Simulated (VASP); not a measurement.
# Zn4Ga (Zn (0001), 5 layers) in VASP: single point with PBE

Aim: the single point of Zn4Ga (Zn (0001), 5 layers) with PBE.

Everything below comes from runs of VASP 6.6.1. Logs are shortened: lines on timing, memory, paths and dates and some standing lists are left out, and cuts for length are marked.

### Step 1. The cell of the first run

The cell holds a slab with vacuum, 5 atoms: a = 2.636 Å, b = 2.636 Å, c = 26.185 Å, α = 90.00°, β = 90.00°, γ = 120.00°.

### Step 2. Single point, PBE

INCAR

```
PREC = Accurate
ENCUT = 520
EDIFF = 1E-6
ISMEAR = -1
SIGMA = 0.08
LREAL = False
LASPH = True
NELM = 60
ALGO = Normal
ISIF = 2
LWAVE = False
LCHARG = False
LDIPOL = True
IDIPOL = 3
DIPOL = 0.5 0.5 0.500
GGA = PE
NBANDS = 38
```

KPOINTS

```
regular mesh
0
Gamma
  16 16 1
```

POSCAR

```
Zn4Ga
1.0
    2.6356265398      0.0000000000      0.0000000000
   -1.3178132699      2.2825195384      0.0000000000
    0.0000000000      0.0000000000     26.1851000000
Ga Zn
1 4
Direct
    0.0000000000      0.0000000000      0.3147095480
    0.3333333333      0.6666666667      0.4085964595
    0.0000000000      0.0000000000      0.4999999996
    0.3333333333      0.6666666667      0.5914035387
    0.0000000000      0.0000000000      0.6852904539
```

Potentials or basis: VASP PAW PBE potentials, release 64 (Ga_d, Zn).

The run is started by

```console
$ cat potpaw_PBE.64/Ga_d/POTCAR potpaw_PBE.64/Zn/POTCAR > POTCAR
$ mpirun -np 1 vasp_std > vasp.out
```

OUTCAR:

```text
PREC = Accurate
   ENCUT = 520
   EDIFF = 1E-6
   ISMEAR = -1
   LREAL = False
   LASPH = True
   NELM = 60
   ISIF = 2
   GGA = PE

 ion  position               nearest neighbor table
   1  0.000  0.000  0.315-   2 2.89   2 2.89   2 2.89
   2  0.333  0.667  0.409-   3 2.84   3 2.84   3 2.84   1 2.89   1 2.89   1 2.89
   3  0.000  0.000  0.500-   4 2.84   4 2.84   4 2.84   2 2.84   2 2.84   2 2.84
   4  0.333  0.667  0.591-   3 2.84   3 2.84   3 2.84   5 2.89   5 2.89   5 2.89
   5  0.000  0.000  0.685-   4 2.89   4 2.89   4 2.89

  LATTYP: Found a hexagonal cell.
 ALAT       =     2.6356265398
 C/A-ratio  =     9.9350570366

  Lattice vectors:

 A1 = (   2.6356265398,   0.0000000000,   0.0000000000)
 A2 = (  -1.3178132699,   2.2825195384,   0.0000000000)
 A3 = (   0.0000000000,   0.0000000000,  26.1851000000)

Analysis of symmetry for initial positions (statically):
=====================================================================
 Subroutine PRICEL returns:
 Original cell was already a primitive cell.

 Routine SETGRP: Setting up the symmetry group for a
 hexagonal supercell.

 Subroutine GETGRP returns: Found  6 space group operations
 (whereof  6 operations were pure point group operations)
 out of a pool of 24 trial point group operations.

The static configuration has the point symmetry C_3v.

Analysis of symmetry for dynamics (positions and initial velocities):
=====================================================================
 Subroutine PRICEL returns:
 Original cell was already a primitive cell.

 Routine SETGRP: Setting up the symmetry group for a
 hexagonal supercell.

 Subroutine GETGRP returns: Found  6 space group operations
 (whereof  6 operations were pure point group operations)
 out of a pool of 24 trial point group operations.

The dynamic configuration has the point symmetry C_3v.

 Subroutine INISYM returns: Found  6 space group operations
 (whereof  6 operations are pure point group operations),
 and found     1 'primitive' translations

----------------------------------------------------------------------------------------

                                     Primitive cell

  volume of cell :     157.5261

  direct lattice vectors                    reciprocal lattice vectors
     2.635626540  0.000000000  0.000000000     0.379416425  0.219056175  0.000000000
    -1.317813270  2.282519538  0.000000000     0.000000000  0.438112350  0.000000000
     0.000000000  0.000000000 26.185100000     0.000000000  0.000000000  0.038189657

  length of vectors
[... 98 lines left out ...]
   PSTRESS=    0.0 pullay stress
   NELECT =      61.0000    total number of electrons
   NUPDOWN=      -1.0000    fix difference up-down
   EMIN   =  10.00;   EMAX   =-10.00  energy-range for DOS
   EFERMI =   0.00;   METHOD = LEGACY
   ISMEAR =    -1;   SIGMA  =   0.08  broadening in eV -4-tet -1-fermi 0-gaus
   EFERMI_NEDOS =   21; number of points for ismear=-14 and -15
   IALGO  =     38    algorithm
   IMIX   =      4    mixing-type and parameters
     AMIX     =   0.40;   BMIX     =  1.00
     AMIX_MAG =   1.60;   BMIX_MAG =  1.00
  volume/ion in A,a.u.               =      31.51       212.61
  Fermi-wavevector in a.u.,A,eV,Ry     =   1.193257  2.254928 19.372815  1.423862
  Thomas-Fermi vector in A             =   2.329275
   LORBIT       =      0    0 simple, 1 ext, 2 COOP (PROOUT), +10 PAW based schemes
   GGA     = PE    functional components
   LHFCALC =     F    Hartree Fock is set to
   AEXX    =    0.0000 exact exchange contribution
   IVDW    =     0    specifies the selected vdW correction
   LEPSILON=     F    determine dielectric tensor
   LRPA    =     F    only Hartree local field effects (RPA)
 non-spin polarized calculation
  energy-cutoff  :      520.00
  volume of cell :      157.53
 maximum number of plane-waves:      4313
 NGX is ok and might be reduce to    20
   NGX =  9   NGY =  9   NGZ = 97

 dipolmoment           0.000000      0.000000     -0.003132 electrons x Angstroem

 number of electron      61.0000010 magnetization

 dipolmoment           0.000000      0.000000      0.005569 electrons x Angstroem

 Free energy of the ion-electron system (eV)
  ---------------------------------------------------
  ext. energy  EPLUGINS =         0.00000000
  ---------------------------------------------------
  free energy    TOTEN  =        -6.85728981 eV

  energy without entropy =       -6.82662957  energy(sigma->0) =       -6.84195969

 E-fermi :  -0.1039     XC(G=0):  -6.1689

 val. band max:       -0.1121390673   @ k =   0.1250  -0.0000   0.0000
 cond. band min:      -0.0471601127   @ k =   0.3125   0.2500   0.0000
 fundamental gap:      0.0649789546
 Fermi energy:        -0.1039029945

 k-point     1 :       0.0000    0.0000    0.0000
  band No.  band energies     occupation
      1     -15.5030      2.00000
      2     -15.2734      2.00000
      3     -15.2734      2.00000
      4     -14.9967      2.00000
      5     -14.9967      2.00000
      6     -11.3734      2.00000
[... 973 lines left out ...]
     37       5.7004      0.00000
     38       5.8264      0.00000

 [... further k-points ...]

------------------------ aborting loop because EDIFF is reached ----------------------------------------

 vacuum level on the upper side and lower side of the slab       (xc-potential included)         0.069        -0.094

  FORCE on cell =-STRESS in cart. coord.  units (eV):
  Direction    XX          YY          ZZ          XY          YZ          ZX
  --------------------------------------------------------------------------------------
  -------------------------------------------------------------------------------------
  Total        2.7914785      2.7914785      0.9023672      0.0000000      0.0000000      0.0000000
  in kB       28.3917558     28.3917558      9.1778570      0.0000000      0.0000000      0.0000000
  external PRESSURE =      21.9871229 kB  Pullay stress =       0.0000000 kB

 VOLUME and BASIS-vectors are now :
 -----------------------------------------------------------------------------
  energy-cutoff  :      520.00
  volume of cell :      157.53
      direct lattice vectors                 reciprocal lattice vectors
     2.635626540  0.000000000  0.000000000     0.379416425  0.219056175  0.000000000
    -1.317813270  2.282519538  0.000000000     0.000000000  0.438112350  0.000000000
     0.000000000  0.000000000 26.185100000     0.000000000  0.000000000  0.038189657

 POSITION                                       TOTAL-FORCE (eV/Angst)
 -----------------------------------------------------------------------------------
      0.00000      0.00000      8.24070         0.000000     -0.000000     -0.184110
     -0.00000      1.52168     10.69914        -0.000000      0.000000      0.101182
      0.00000      0.00000     13.09255         0.000000     -0.000000      0.048598
     -0.00000      1.52168     15.48596        -0.000000      0.000000     -0.039611
      0.00000      0.00000     17.94440        -0.000000     -0.000000      0.073941
 -----------------------------------------------------------------------------------
    total drift:                               -0.000004      0.000003      0.000910

  FREE ENERGIE OF THE ION-ELECTRON SYSTEM (eV)
  ---------------------------------------------------
  free  energy   TOTEN  =        -6.8572898111 eV

  energy  without entropy=       -6.8266295680  energy(sigma->0) =       -6.84195969

 vacuum level on the upper side and lower side of the slab         3.952         3.785
```

OSZICAR:

```text
N       E                     dE             d eps       ncg     rms          rms(c)
DAV:   1     0.435947621401E+03    0.43595E+03   -0.29865E+04  2286   0.213E+03
DAV:   2     0.427529668514E+02   -0.39319E+03   -0.38255E+03  2296   0.502E+02
DAV:   3    -0.626842768189E+01   -0.49021E+02   -0.48511E+02  2538   0.167E+02
[... 20 lines left out ...]
DAV:  24    -0.685728298758E+01   -0.91826E-05   -0.54176E-07  1518   0.114E-02    0.117E-03
DAV:  25    -0.685728672967E+01   -0.37421E-05   -0.37768E-07  1560   0.848E-03    0.674E-04
DAV:  26    -0.685728831684E+01   -0.15872E-05   -0.13865E-07  1468   0.381E-03    0.639E-04
DAV:  27    -0.685728947634E+01   -0.11595E-05   -0.10608E-07  1474   0.884E-03    0.288E-04
DAV:  28    -0.685728981113E+01   -0.33478E-06   -0.35246E-08  1388   0.153E-03
   1 F= -.68572898E+01 E0= -.68419597E+01  d E =-.306602E-01
```

Wall time 4.9 min (1 thread of Intel Xeon 6975P-C, shared host); peak memory 0.36 GiB.

Results:

| Item | Value |
| --- | --- |
| Free energy | -6.8573 eV |
| Largest force | 0.184 eV/Å |

Forces in eV/Å, atoms in the order of the input:
```
Ga   0.000  0.000 -0.184
Zn   0.000  0.000  0.101
Zn   0.000  0.000  0.049
Zn   0.000  0.000 -0.040
Zn   0.000  0.000  0.074
```
